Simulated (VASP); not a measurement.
# CdSe (R3m) in VASP: a series of runs

Runs on CdSe. Level: PBE. Tasks: single point.

Everything below comes from runs of VASP 6.6.1. Logs are shortened: lines on timing, memory, paths and dates and some standing lists are left out, and cuts for length are marked.

## 1. The cell of the first run

It takes space group R3m (No. 160, trigonal). The conventional cell has a = 4.342 Å, b = 4.342 Å, c = 10.636 Å, α = 90.00°, β = 90.00°, γ = 120.00°. Cd (site symmetry 3m) has 4 Se at 2.57 to 2.96 Å within 3.4 Å. Within 3.4 Å of Se (site symmetry 3m) lie 4 Cd at 2.57 to 2.96 Å.

## 2. Single point, PBE

The input, INCAR:

```
  ALGO = Normal
  EDIFF = 1E-6
  ENCUT = 520
  GGA = PE
  ISIF = 2
  ISMEAR = 0
  LASPH = True
  LCHARG = True
  LELF = True
  LREAL = False
  LVHAR = True
  LWAVE = False
  NBANDS = 16
  NELM = 60
  PREC = Accurate
  SIGMA = 0.05
```

The input, KPOINTS:

```
k-points
0
Gamma
  10 10 10
```

The input, POSCAR:

```
CdSe
1.0
    0.0000000000      3.0702711986      3.0702711986
    3.0702711986      0.0000000000      3.0702711986
    3.0702711986      3.0702711986      0.0000000000
Cd Se
1 1
Direct
    0.0000000000      0.0000000000      0.0000000000
    0.8346204144      0.7217931952      0.7217931952
```

Potentials or basis: VASP PAW PBE potentials, release 64 (Cd, Se).

Launch:

```bash
> cat potpaw_PBE.64/Cd/POTCAR potpaw_PBE.64/Se/POTCAR > POTCAR
> mpirun -np 1 vasp_std > vasp.out
```

OUTCAR:

```text
EDIFF = 1E-6
   ENCUT = 520
   GGA = PE
   ISIF = 2
   ISMEAR = 0
   LASPH = True
   LREAL = False
   NELM = 60
   PREC = Accurate

 ion  position               nearest neighbor table
   1  0.000  0.000  0.000-   2 2.57   2 2.57   2 2.57   2 2.96
   2  0.835  0.722  0.722-   1 2.57   1 2.57   1 2.57   1 2.96

  LATTYP: Found a face centered cubic cell.
 ALAT       =     6.1405423972

  Lattice vectors:

 A1 = (   0.0000000000,   3.0702711986,   3.0702711986)
 A2 = (   3.0702711986,   0.0000000000,   3.0702711986)
 A3 = (   3.0702711986,   3.0702711986,   0.0000000000)

Analysis of symmetry for initial positions (statically):
=====================================================================
 Subroutine PRICEL returns:
 Original cell was already a primitive cell.

 Routine SETGRP: Setting up the symmetry group for a
 face centered cubic supercell.

 Subroutine GETGRP returns: Found  6 space group operations
 (whereof  6 operations were pure point group operations)
 out of a pool of 48 trial point group operations.

The static configuration has the point symmetry C_3v.

Analysis of symmetry for dynamics (positions and initial velocities):
=====================================================================
 Subroutine PRICEL returns:
 Original cell was already a primitive cell.

 Routine SETGRP: Setting up the symmetry group for a
 face centered cubic supercell.

 Subroutine GETGRP returns: Found  6 space group operations
 (whereof  6 operations were pure point group operations)
 out of a pool of 48 trial point group operations.

The dynamic configuration has the point symmetry C_3v.

 Subroutine INISYM returns: Found  6 space group operations
 (whereof  6 operations are pure point group operations),
 and found     1 'primitive' translations

----------------------------------------------------------------------------------------

                                     Primitive cell

  volume of cell :      57.8842

  direct lattice vectors                    reciprocal lattice vectors
     0.000000000  3.070271199  3.070271199    -0.162852063  0.162852063  0.162852063
     3.070271199  0.000000000  3.070271199     0.162852063 -0.162852063  0.162852063
     3.070271199  3.070271199  0.000000000     0.162852063  0.162852063 -0.162852063

  length of vectors
[... 74 lines left out ...]
   ISTART =      0    job   : 0-new  1-cont  2-samecut
   ICHARG =      2    charge: 1-file 2-atom 10-const
   ISPIN  =      1    spin polarized calculation?
   LNONCOLLINEAR =      F non collinear calculations
   LSORBIT =      F    spin-orbit coupling
   LASPH  =      T    aspherical Exc in radial PAW
   ENCUT  =  520.0 eV  38.22 Ry    6.18 a.u.   8.07  8.07  8.07*2*pi/ulx,y,z
   NELM   =     60;   NELMIN=  2; NELMDL= -5     # of ELM steps
   EDIFF  = 0.1E-05   stopping-criterion for ELM
   LREAL  =      F    real-space projection
   EDIFFG = 0.1E-04   stopping-criterion for IOM
   NSW    =      0    number of steps for IOM
   IBRION =     -1    ionic relax: 0-MD 1-quasi-New 2-CG
   NFREE  =      0    steps in history (QN), initial steepest desc. (CG)
   ISIF   =      2    stress and relaxation
   ISYM   =      2    0-nonsym 1-usesym 2-fastsym
   POTIM  = 0.5000    time-step for ionic-motion
   TEBEG  =    0.0;   TEEND  =   0.0 temperature during run
   PSTRESS=    0.0 pullay stress
   NELECT =      18.0000    total number of electrons
   NUPDOWN=      -1.0000    fix difference up-down
   EMIN   =  10.00;   EMAX   =-10.00  energy-range for DOS
   EFERMI =   0.00;   METHOD = LEGACY
   ISMEAR =     0;   SIGMA  =   0.05  broadening in eV -4-tet -1-fermi 0-gaus
   EFERMI_NEDOS =   21; number of points for ismear=-14 and -15
   IALGO  =     38    algorithm
   IMIX   =      4    mixing-type and parameters
     AMIX     =   0.40;   BMIX     =  1.00
     AMIX_MAG =   1.60;   BMIX_MAG =  1.00
  volume/ion in A,a.u.               =      28.94       195.31
  Fermi-wavevector in a.u.,A,eV,Ry     =   1.109121  2.095935 16.737199  1.230149
  Thomas-Fermi vector in A             =   2.245657
   LORBIT       =      0    0 simple, 1 ext, 2 COOP (PROOUT), +10 PAW based schemes
   GGA     = PE    functional components
   LHFCALC =     F    Hartree Fock is set to
   AEXX    =    0.0000 exact exchange contribution
   IVDW    =     0    specifies the selected vdW correction
   LEPSILON=     F    determine dielectric tensor
   LRPA    =     F    only Hartree local field effects (RPA)
 non-spin polarized calculation
 Gauss-broadening in eV      SIGMA  =   0.05
  energy-cutoff  :      520.00
  volume of cell :       57.88
 maximum number of plane-waves:      1588
   NGX = 17   NGY = 17   NGZ = 17

 number of electron      18.0000008 magnetization

 Free energy of the ion-electron system (eV)
  ---------------------------------------------------
  ext. energy  EPLUGINS =         0.00000000
  ---------------------------------------------------
  free energy    TOTEN  =        -5.35296335 eV

  energy without entropy =       -5.35296335  energy(sigma->0) =       -5.35296335

 E-fermi :   0.9723     XC(G=0):  -8.7573

 val. band max:        0.7542838106   @ k =   0.0000   0.0000   0.0000
 cond. band min:       1.3207162354   @ k =   0.0000   0.0000   0.0000
 fundamental gap:      0.5664324247
 Fermi energy:         0.9723293537

 k-point     1 :       0.0000    0.0000    0.0000
  band No.  band energies     occupation
      1     -11.7866      2.00000
      2      -7.2878      2.00000
      3      -7.2878      2.00000
      4      -6.9962      2.00000
      5      -6.8488      2.00000
      6      -6.8488      2.00000
[... 433 lines left out ...]
      3      -7.0532      2.00000
      4      -6.8499      2.00000
      5      -6.8416      2.00000
      6      -6.5636      2.00000
[... 8 lines left out ...]
     15      12.3392      0.00000
     16      12.5276      0.00000

 [... further k-points ...]
[... 5 lines left out ...]
  --------------------------------------------------------------------------------------
  -------------------------------------------------------------------------------------
  Total        0.9693617      0.9693617      0.9693617      0.6744821     -0.6744821      0.6744821
  in kB       26.8309603     26.8309603     26.8309603     18.6689900    -18.6689900     18.6689900
  external PRESSURE =      26.8309603 kB  Pullay stress =       0.0000000 kB

 VOLUME and BASIS-vectors are now :
 -----------------------------------------------------------------------------
  energy-cutoff  :      520.00
  volume of cell :       57.88
      direct lattice vectors                 reciprocal lattice vectors
     0.000000000  3.070271199  3.070271199    -0.162852063  0.162852063  0.162852063
     3.070271199  0.000000000  3.070271199     0.162852063 -0.162852063  0.162852063
     3.070271199  3.070271199  0.000000000     0.162852063  0.162852063 -0.162852063

 POSITION                                       TOTAL-FORCE (eV/Angst)
 -----------------------------------------------------------------------------------
      0.00000      0.00000      0.00000        -0.422829      0.422829      0.422829
      4.43220      4.77861      4.77861         0.422829     -0.422829     -0.422829
 -----------------------------------------------------------------------------------
    total drift:                               -0.000050      0.000050      0.000050

  FREE ENERGIE OF THE ION-ELECTRON SYSTEM (eV)
  ---------------------------------------------------
  free  energy   TOTEN  =        -5.3529633500 eV

  energy  without entropy=       -5.3529633500  energy(sigma->0) =       -5.35296335
```

OSZICAR:

```text
N       E                     dE             d eps       ncg     rms          rms(c)
DAV:   1     0.107110620382E+03    0.10711E+03   -0.87825E+03  3760   0.100E+03
DAV:   2    -0.167546403836E+01   -0.10879E+03   -0.10289E+03  4504   0.247E+02
DAV:   3    -0.574202103066E+01   -0.40666E+01   -0.40601E+01  4392   0.497E+01
DAV:   4    -0.575929790359E+01   -0.17277E-01   -0.17276E-01  4736   0.325E+00
DAV:   5    -0.575940923662E+01   -0.11133E-03   -0.11133E-03  4456   0.228E-01    0.621E+00
DAV:   6    -0.537633163056E+01    0.38308E+00   -0.58067E-01  5480   0.912E+00    0.487E+00
DAV:   7    -0.535198698925E+01    0.24345E-01   -0.15834E-01  4464   0.264E+00    0.210E+00
DAV:   8    -0.535268790979E+01   -0.70092E-03   -0.15362E-02  4152   0.150E+00    0.259E-01
DAV:   9    -0.535283996755E+01   -0.15206E-03   -0.16398E-03  4704   0.525E-01    0.505E-02
DAV:  10    -0.535291088058E+01   -0.70913E-04   -0.18672E-04  4656   0.170E-01    0.464E-02
DAV:  11    -0.535296368478E+01   -0.52804E-04   -0.88094E-05  4528   0.607E-02    0.182E-02
DAV:  12    -0.535296334998E+01    0.33479E-06   -0.22686E-06  4184   0.180E-02
   1 F= -.53529633E+01 E0= -.53529633E+01  d E =-.155414E-12
```

Wall time 2.5 min (1 thread of AMD EPYC 7R13, shared host); peak memory 0.23 GiB.

What came out:

```
Free energy            : -5.3530 eV
Pressure               : 2.7 GPa
Largest force          : 0.732 eV/Å
Band gap on the k mesh : 0.57 eV, direct
```

Forces in eV/Å, atoms in the order of the input:
```
Cd  -0.423  0.423  0.423
Se   0.423 -0.423 -0.423
```

Caveat: the cell differs from its parent crystal (all Se atoms moved -0.300 Å, as atom 2 towards its neighbour atom 1 (Cd) at 2.659 Å).

## 3. Single point, PBE

The input, INCAR:

```
SYSTEM = CdSe
PREC = Accurate ; ENCUT = 520
EDIFF = 1E-6 ; ISMEAR = 0
SIGMA = 0.05 ; LREAL = .FALSE.
LASPH = .TRUE. ; NELM = 60
ALGO = Normal ; ISIF = 2
LWAVE = .FALSE. ; LCHARG = .TRUE.
GGA = PE ; LELF = .TRUE.
LVHAR = .TRUE. ; NBANDS = 16
```

The input, KPOINTS:

```
Automatic mesh
0
G
  10 10 10
  0 0 0
```

POSCAR, as its differences from that of step 2:

```diff
@@ -9,2 +9,2 @@
     0.0000000000      0.0000000000      0.0000000000
-    0.8346204144      0.7217931952      0.7217931952
+    0.6865346892      0.7711551036      0.7711551036
```

Potentials or basis: VASP PAW PBE potentials, release 64 (Cd, Se).

Launch:

```bash
> cat potpaw_PBE.64/Cd/POTCAR potpaw_PBE.64/Se/POTCAR > POTCAR
> mpirun -np 1 vasp_std > vasp.out
```

It took 2.6 min on 1 thread of AMD EPYC 7R13, shared host; peak memory 0.23 GiB.

It converged, with:

| Item | Value |
| --- | --- |
| Free energy | -5.3297 eV |
| Pressure | 2.9 GPa |
| Largest force | 1.671 eV/Å |
| Band gap on the k mesh | 0.52 eV, direct |

Forces in eV/Å, atoms in the order of the input:
```
Cd   0.965 -0.965 -0.965
Se  -0.965  0.965  0.965
```

Stress tensor (GPa, compression positive):
```
 2.86 -3.26 -3.26
-3.26  2.86  3.26
-3.26  3.26  2.86
```

Levels at points of the mesh, in eV from the valence-band top:
```tsv
k point	band 5	band 6	band 7	band 8	band 9	band 10	band 11	band 12	band 13	band 14
(0.00, 0.00, 0.00)	-7.64	-7.64	-0.32	0.00	0.00	0.52	5.79	5.79	6.17	9.53
(0.50, 0.00, 0.00)	-7.64	-7.43	-4.71	-0.88	-0.88	2.63	6.55	6.55	7.44	9.79
(0.00, 0.50, 0.00)	-7.59	-7.34	-4.14	-1.01	-0.49	2.18	5.80	6.84	7.17	9.83
(0.50, 0.50, 0.00)	-7.59	-7.30	-4.04	-1.81	-1.80	2.98	3.73	8.86	9.76	10.29
```

Caveat: the cell differs from its parent crystal (all Se atoms moved +0.225 Å, as atom 2 towards its neighbour atom 1 (Cd) at 2.659 Å); forces of over 1 eV/Å act on the atoms, so gaps and moduli don't describe the material at rest.

(Continued in part 2 of 2.)
